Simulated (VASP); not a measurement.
# V (P6_3/mmc) in VASP: further runs

V is run at these levels: PBEsol; tasks: relaxation of cell and atoms.

All numbers are computed with VASP 6.6.1; they aren't measurements. Logs are shortened: lines on timing, memory, paths and dates and some standing lists are left out, and cuts for length are marked.

## 1. The cell of the first run

It takes space group P6_3/mmc (No. 194, hexagonal). Conventional cell: a = 2.430 Å, b = 2.430 Å, c = 3.937 Å, α = 90.00°, β = 90.00°, γ = 120.00°. V (site symmetry -6m2) has 12 V at 2.42 to 2.43 Å within 3.2 Å.

This isn't the form of V at room conditions, which is bcc.

## 2. Relaxation of cell and atoms, PBEsol, target pressure 78 GPa, at which the enthalpy is minimised

Input file INCAR:

```
  ALGO = Normal
  EDIFF = 1E-7
  EDIFFG = -0.005
  ENCUT = 600
  GGA = PS
  IBRION = 2
  ISIF = 3
  ISMEAR = -1
  LASPH = True
  LCHARG = False
  LREAL = False
  LWAVE = False
  NELM = 100
  NSW = 60
  PREC = Accurate
  PSTRESS = 780.0
  SIGMA = 0.05
```

Input file KPOINTS:

```
k-points
0
Gamma
  18 18 10
```

Input file POSCAR:

```
V
1.0
    2.4300343525      0.0000000000      0.0000000000
   -1.2150171762      2.1044714813      0.0000000000
    0.0000000000      0.0000000000      3.9366556510
V
2
Direct
    0.3333333333      0.6666666667      0.2500000000
    0.6666666667      0.3333333333      0.7500000000
```

Potentials or basis: VASP PAW PBE potentials, release 64 (V_sv).

On the command line:

```bash
cat potpaw_PBE.64/V_sv/POTCAR > POTCAR
mpirun -np 1 vasp_std > vasp.out
```

OUTCAR:

```text
EDIFF = 1E-7
   EDIFFG = -0.005
   ENCUT = 600
   GGA = PS
   IBRION = 2
   ISIF = 3
   ISMEAR = -1
   LASPH = True
   LREAL = False
   NELM = 100
   NSW = 60
   PREC = Accurate
   PSTRESS = 780.0

 ion  position               nearest neighbor table
   1  0.333  0.667  0.250-   2 2.42   2 2.42   2 2.42   2 2.42   2 2.42   2 2.42
   2  0.667  0.333  0.750-   1 2.42   1 2.42   1 2.42   1 2.42   1 2.42   1 2.42

  LATTYP: Found a hexagonal cell.
 ALAT       =     2.4300343525
 C/A-ratio  =     1.6200000000

  Lattice vectors:

 A1 = (   2.4300343525,   0.0000000000,   0.0000000000)
 A2 = (  -1.2150171762,   2.1044714813,   0.0000000000)
 A3 = (   0.0000000000,   0.0000000000,   3.9366556510)

Analysis of symmetry for initial positions (statically):
=====================================================================
 Subroutine PRICEL returns:
 Original cell was already a primitive cell.

 Routine SETGRP: Setting up the symmetry group for a
 hexagonal supercell.

 Subroutine GETGRP returns: Found 24 space group operations
 (whereof 12 operations were pure point group operations)
 out of a pool of 24 trial point group operations.

The static configuration has the point symmetry D_3d.
 The point group associated with its full space group is D_6h.

Analysis of symmetry for dynamics (positions and initial velocities):
=====================================================================
 Subroutine PRICEL returns:
 Original cell was already a primitive cell.

 Routine SETGRP: Setting up the symmetry group for a
 hexagonal supercell.

 Subroutine GETGRP returns: Found 24 space group operations
 (whereof 12 operations were pure point group operations)
 out of a pool of 24 trial point group operations.

The dynamic configuration has the point symmetry D_3d.
 The point group associated with its full space group is D_6h.

 Subroutine INISYM returns: Found 24 space group operations
 (whereof 12 operations are pure point group operations),
 and found     1 'primitive' translations

----------------------------------------------------------------------------------------

                                     Primitive cell

  volume of cell :      20.1318

  direct lattice vectors                    reciprocal lattice vectors
     2.430034352  0.000000000  0.000000000     0.411516816  0.237589345  0.000000000
    -1.215017176  2.104471481  0.000000000     0.000000000  0.475178689  0.000000000
     0.000000000  0.000000000  3.936655651     0.000000000  0.000000000  0.254022726

  length of vectors
     2.430034352  2.430034352  3.936655651     0.475178689  0.475178689  0.254022726

  position of ions in fractional coordinates (direct lattice)
     0.333333333  0.666666667  0.250000000
     0.666666667  0.333333333  0.750000000

  ion indices of the primitive-cell ions
   primitive index   ion index
                 1           1
                 2           2

----------------------------------------------------------------------------------------

 KPOINTS: k-points

Automatic generation of k-mesh.
 Grid dimensions read from file:
 generate k-points for:   18   18   10

 Generating k-lattice:

  Cartesian coordinates                     Fractional coordinates (reciprocal lattice)
     0.022862045  0.013199408  0.000000000     0.055555556 -0.000000000  0.000000000
     0.000000000  0.026398816  0.000000000     0.000000000  0.055555556  0.000000000
     0.000000000  0.000000000  0.025402273     0.000000000  0.000000000  0.100000000

  Length of vectors
     0.026398816  0.026398816  0.025402273

  Shift w.r.t. Gamma in fractional coordinates (k-lattice)
     0.000000000  0.000000000  0.000000000

 Subroutine IBZKPT returns following result:
 ===========================================

 Found    222 irreducible k-points:

 Following reciprocal coordinates:
            Coordinates               Weight
  0.000000  0.000000  0.000000      1.000000
  0.055556  0.000000  0.000000      6.000000
  0.111111  0.000000  0.000000      6.000000
  0.166667 -0.000000  0.000000      6.000000
  0.222222  0.000000  0.000000      6.000000
  0.277778 -0.000000  0.000000      6.000000
[... 16 lines left out ...]
  0.333333  0.111111  0.000000     12.000000
  0.388889  0.111111  0.000000     12.000000
 [... further k-points ...]
   k-points           NKPTS =    222   k-points in BZ     NKDIM =    222   number of bands    NBANDS=     17
   number of dos      NEDOS =    301   number of ions     NIONS =      2
   total plane-waves  NPLWV =  12800
   dimension x,y,z NGX =    20 NGY =   20 NGZ =   32
   dimension x,y,z NGXF=    40 NGYF=   40 NGZF=   64
   ions per type =               2
   NGX,Y,Z   is equivalent  to a cutoff of  13.68, 13.68, 13.51 a.u.
   NGXF,Y,Z  is equivalent  to a cutoff of  27.37, 27.37, 27.03 a.u.
 SYSTEM =  unknown system
   PREC   = accura    normal or accurate (medium, high low for compatibility)
   ISTART =      0    job   : 0-new  1-cont  2-samecut
   ICHARG =      2    charge: 1-file 2-atom 10-const
   ISPIN  =      1    spin polarized calculation?
   LNONCOLLINEAR =      F non collinear calculations
   LSORBIT =      F    spin-orbit coupling
   LASPH  =      T    aspherical Exc in radial PAW
   ENCUT  =  600.0 eV  44.10 Ry    6.64 a.u.   4.85  4.85  7.86*2*pi/ulx,y,z
   NELM   =    100;   NELMIN=  2; NELMDL= -5     # of ELM steps
   EDIFF  = 0.1E-06   stopping-criterion for ELM
   LREAL  =      F    real-space projection
   EDIFFG = -.5E-02   stopping-criterion for IOM
   NSW    =     60    number of steps for IOM
   IBRION =      2    ionic relax: 0-MD 1-quasi-New 2-CG
   NFREE  =      1    steps in history (QN), initial steepest desc. (CG)
   ISIF   =      3    stress and relaxation
   ISYM   =      2    0-nonsym 1-usesym 2-fastsym
   POTIM  = 0.5000    time-step for ionic-motion
   TEBEG  =    0.0;   TEEND  =   0.0 temperature during run
   PSTRESS=  780.0 pullay stress
   NELECT =      26.0000    total number of electrons
   NUPDOWN=      -1.0000    fix difference up-down
   EMIN   =  10.00;   EMAX   =-10.00  energy-range for DOS
   EFERMI =   0.00;   METHOD = LEGACY
   ISMEAR =    -1;   SIGMA  =   0.05  broadening in eV -4-tet -1-fermi 0-gaus
   EFERMI_NEDOS =   21; number of points for ismear=-14 and -15
   IALGO  =     38    algorithm
   IMIX   =      4    mixing-type and parameters
     AMIX     =   0.40;   BMIX     =  1.00
     AMIX_MAG =   1.60;   BMIX_MAG =  1.00
  volume/ion in A,a.u.               =      10.07        67.93
  Fermi-wavevector in a.u.,A,eV,Ry     =   1.782810  3.369022 43.244899  3.178410
  Thomas-Fermi vector in A             =   2.847124
   LORBIT       =      0    0 simple, 1 ext, 2 COOP (PROOUT), +10 PAW based schemes
   GGA     = PS    functional components
   LHFCALC =     F    Hartree Fock is set to
   AEXX    =    0.0000 exact exchange contribution
   IVDW    =     0    specifies the selected vdW correction
   LEPSILON=     F    determine dielectric tensor
   LRPA    =     F    only Hartree local field effects (RPA)
 conjugate gradient relaxation of ions
 non-spin polarized calculation
  energy-cutoff  :      600.00
  volume of cell :       20.13
 maximum number of plane-waves:       699
 NGX is ok and might be reduce to    20
   NGX =  9   NGY =  9   NGZ = 15

--------------------------------------- Ionic step        1  -------------------------------------------

 number of electron      26.0000011 magnetization

 Free energy of the ion-electron system (eV)
  ---------------------------------------------------
  ext. energy  EPLUGINS =         0.00000000
  ---------------------------------------------------
  free energy    TOTEN  =       -17.17332416 eV

  energy without entropy =      -17.15166893  energy(sigma->0) =      -17.16249654

------------------------ aborting loop because EDIFF is reached ----------------------------------------

  FORCE on cell =-STRESS in cart. coord.  units (eV):
  Direction    XX          YY          ZZ          XY          YZ          ZX
  --------------------------------------------------------------------------------------
  -------------------------------------------------------------------------------------
  Total       10.7178637     10.7178637     12.4542964      0.0000000     -0.0000000     -0.0000000
  in kB      852.9742610    852.9742609    991.1671364      0.0000000     -0.0000000     -0.0000000
  external PRESSURE =     119.0385528 kB  Pullay stress =     780.0000000 kB
[... 93 lines left out ...]
  FREE ENERGIE OF THE ION-ELECTRON SYSTEM (eV)
  ---------------------------------------------------
  free  energy   TOTEN  =       -17.5597090171 eV

  energy  without entropy=      -17.5364147254  energy(sigma->0) =      -17.54806187

  enthalpy is  TOTEN    =        -7.4054236641 eV   P V=       10.1542853530

[... ionic steps 4 to 9 ...]

--------------------------------------- Ionic step       10  -------------------------------------------

 number of electron      25.9999991 magnetization

------------------------ aborting loop because EDIFF is reached ----------------------------------------

  FORCE on cell =-STRESS in cart. coord.  units (eV):
  Direction    XX          YY          ZZ          XY          YZ          ZX
  --------------------------------------------------------------------------------------
  -------------------------------------------------------------------------------------
  Total       10.0576246     10.0576245      9.8638479      0.0000000      0.0000000      0.0000000
  in kB      782.2564527    782.2564527    767.1850003      0.0000001      0.0000000      0.0000000
  external PRESSURE =      -2.7673648 kB  Pullay stress =     780.0000000 kB
[... 61 lines left out ...]
  enthalpy is  TOTEN    =        -7.5091852323 eV   P V=       10.0218216008

--------------------------------------- Ionic step       12  -------------------------------------------

 number of electron      25.9999993 magnetization

 Free energy of the ion-electron system (eV)
  ---------------------------------------------------
  ext. energy  EPLUGINS =         0.00000000
  ---------------------------------------------------
  free energy    TOTEN  =       -17.53150861 eV

  energy without entropy =      -17.51129062  energy(sigma->0) =      -17.52139961

 E-fermi :  13.7980     XC(G=0): -14.5907

 val. band max:       13.7958443606   @ k =   0.1667   0.1667   0.0000
 cond. band min:      13.8040701513   @ k =   0.2222   0.0000   0.4000
 fundamental gap:      0.0082257907
 Fermi energy:        13.7979766279

 k-point     1 :       0.0000    0.0000    0.0000
  band No.  band energies     occupation
      1     -49.9458      2.00000
      2     -49.5886      2.00000
      3     -24.5497      2.00000
      4     -22.8867      2.00000
      5     -22.6261      2.00000
      6     -22.6261      2.00000
[... 9 lines left out ...]
     16      14.5256      0.00000
     17      16.2906      0.00000
[... 443 lines left out ...]
      1     -49.3256      2.00000
      2     -49.2103      2.00000
      3     -24.6165      2.00000
      4     -24.3855      2.00000
      5     -23.6221      2.00000
      6     -23.2924      2.00000
[... 9 lines left out ...]
     16      17.6946      0.00000
     17      17.7598      0.00000

 [... further k-points ...]

------------------------ aborting loop because EDIFF is reached ----------------------------------------

  FORCE on cell =-STRESS in cart. coord.  units (eV):
  Direction    XX          YY          ZZ          XY          YZ          ZX
  --------------------------------------------------------------------------------------
  -------------------------------------------------------------------------------------
  Total       10.0218988     10.0218988     10.0207218      0.0000000      0.0000000      0.0000000
  in kB      779.9670699    779.9670698    779.8754703      0.0000001      0.0000000      0.0000000
  external PRESSURE =      -0.0634633 kB  Pullay stress =     780.0000000 kB
[... 17 lines left out ...]
  FREE ENERGIE OF THE ION-ELECTRON SYSTEM (eV)
  ---------------------------------------------------
  free  energy   TOTEN  =       -17.5315086117 eV

  energy  without entropy=      -17.5112906169  energy(sigma->0) =      -17.52139961

  enthalpy is  TOTEN    =        -7.5091866902 eV   P V=       10.0223219215

 reached required accuracy - stopping structural energy minimisation
```

Run time: 10 min. Hardware: 1 thread of Intel Xeon Platinum 8259CL at 2.50GHz (Skylake/Cascade Lake), shared host; peak memory 0.21 GiB.

Results:

```
Free energy                                                : -17.5315 eV
Relaxed volume                                             : 10.29 Å³/atom
Relaxed cell                                               : a = 2.356 Å, b = 2.356 Å, c = 4.281 Å, α = 90.00°, β = 90.00°, γ = 120.00°
Space group after relaxing (to 0.1 Å)                      : P6_3/mmc (No. 194)
Energy change on relaxing (the run minimises the enthalpy) : -179.1 meV/atom
Ionic steps                                                : 12
Pressure after relaxing                                    : 78.0 GPa
Band gap on the k mesh                                     : zero (bands 13 and 14 overlap by 3.15 eV)
```

The path:
```
step  energy change (eV)  largest force (eV/Å)  pressure (GPa)  volume (Å³)
   1              0.0000                0.0000           89.90        20.13
   2             -0.9861                0.0000           46.43        22.38
   3             -0.3864                0.0000           73.86        20.86
   4             -0.4784                0.0000           72.19        20.91
   5             -0.2781                0.0000           73.58        20.83
   6             -0.5095                0.0000           71.33        20.92
   7             -0.5128                0.0000           71.11        20.92
   8              0.2132                0.0000          101.97        19.57
   9             -0.3683                0.0000           77.52        20.61
  10             -0.3642                0.0000           77.72        20.60
  11             -0.3577                0.0000           78.02        20.59
  12             -0.3582                0.0000           77.99        20.59
```

Final structure:
```
CELL_PARAMETERS angstrom
2.35634 0.00000 0.00000
-1.17817 2.04065 0.00000
0.00000 0.00000 4.28131
ATOMIC_POSITIONS crystal
V 0.33333 0.66667 0.25000
V 0.66667 0.33333 0.75000
```

Caveat: the cell is relaxed towards a set pressure, so the run minimises the enthalpy, not the energy; the PAW data sets were made with another functional, which shifts forces and pressure a little.

## 3. Relaxation of cell and atoms, PBEsol, target pressure 78 GPa, at which the enthalpy is minimised

This run uses another cell than the first one, of 10.27 Å³/atom.

Input file INCAR:

```
SYSTEM = V
  ALGO = Normal
  EDIFF = 1E-6
  EDIFFG = -0.005
  ENCUT = 600
  GGA = PS
  IBRION = 2
  ISIF = 3
  ISMEAR = -1
  LASPH = .True.
  LCHARG = .False.
  LREAL = .False.
  LWAVE = .False.
  NELM = 60
  NSW = 32
  PREC = Accurate
  PSTRESS = 780.0
  SIGMA = 0.05
```

Input file KPOINTS:

```
k-points
0
Gamma
  18 18 10
  0 0 0
```

Input file POSCAR:

```
V
1.0
    2.3534329215      0.0000000000      0.0000000000
   -1.1767164607      2.0381326961      0.0000000000
    0.0000000000      0.0000000000      4.2822875164
V
2
Direct
    0.3333333333      0.6666666667      0.2500000000
    0.6666666667      0.3333333333      0.7500000000
```

Potentials or basis: VASP PAW PBE potentials, release 64 (V_sv).

On the command line:

```bash
cat potpaw_PBE.64/V_sv/POTCAR > POTCAR
mpirun -np 1 vasp_std > vasp.out
```

Run time: 4.1 min. Hardware: 1 thread of Intel Xeon Platinum 8259CL at 2.50GHz (Skylake/Cascade Lake), shared host; peak memory 0.2 GiB.

The run converged. Its results:

| Item | Value |
| --- | --- |
| Free energy | -17.5305 eV |
| Relaxed volume | 10.29 Å³/atom |
| Relaxed cell | a = 2.357 Å, b = 2.357 Å, c = 4.280 Å, α = 90.00°, β = 90.00°, γ = 120.00° |
| Space group after relaxing (to 0.1 Å) | P6_3/mmc (No. 194) |
| Energy change on relaxing (the run minimises the enthalpy) | -10.8 meV/atom |
| Ionic steps | 7 |
| Pressure after relaxing | 78.0 GPa |
| Band gap on the k mesh | zero (bands 13 and 14 overlap by 3.15 eV) |

Step by step:
```
step  energy change (eV)  largest force (eV/Å)  pressure (GPa)  volume (Å³)
   1              0.0000                0.0000           78.95        20.54
   2             -0.0876                0.0000           75.23        20.72
   3             -0.0229                0.0000           77.90        20.59
   4             -0.0220                0.0000           78.02        20.59
   5             -0.0225                0.0000           78.03        20.59
   6             -0.0218                0.0000           77.98        20.58
   7             -0.0216                0.0000           78.02        20.58
```

Final structure:
```yaml
crystal:
  lattice:
    - [2.35658, 0.00000, 0.00000]
    - [-1.17829, 2.04086, 0.00000]
    - [0.00000, 0.00000, 4.28003]
  atoms:
    - { symbol: V, position: [0.33333, 0.66667, 0.25000] }
    - { symbol: V, position: [0.66667, 0.33333, 0.75000] }
```

Levels at points of the mesh, in eV from the Fermi level:
| k point | band 11 | band 12 | band 13 | band 14 | band 15 | band 16 |
| --- | --- | --- | --- | --- | --- | --- |
| (0.00, 0.00, 0.00) | -1.08 | 0.24 | 0.24 | 0.60 | 0.73 | 0.73 |
| (0.50, 0.00, 0.00) | -3.73 | -0.68 | 0.39 | 0.45 | 0.61 | 4.23 |
| (0.00, 0.00, 0.50) | -1.51 | -1.51 | 0.30 | 0.30 | 0.30 | 0.30 |
| (0.50, 0.00, 0.50) | -2.86 | -2.86 | 2.19 | 2.19 | 2.67 | 2.67 |

Caveat: the cell is relaxed towards a set pressure, so the run minimises the enthalpy, not the energy; the PAW data sets were made with another functional, which shifts forces and pressure a little.
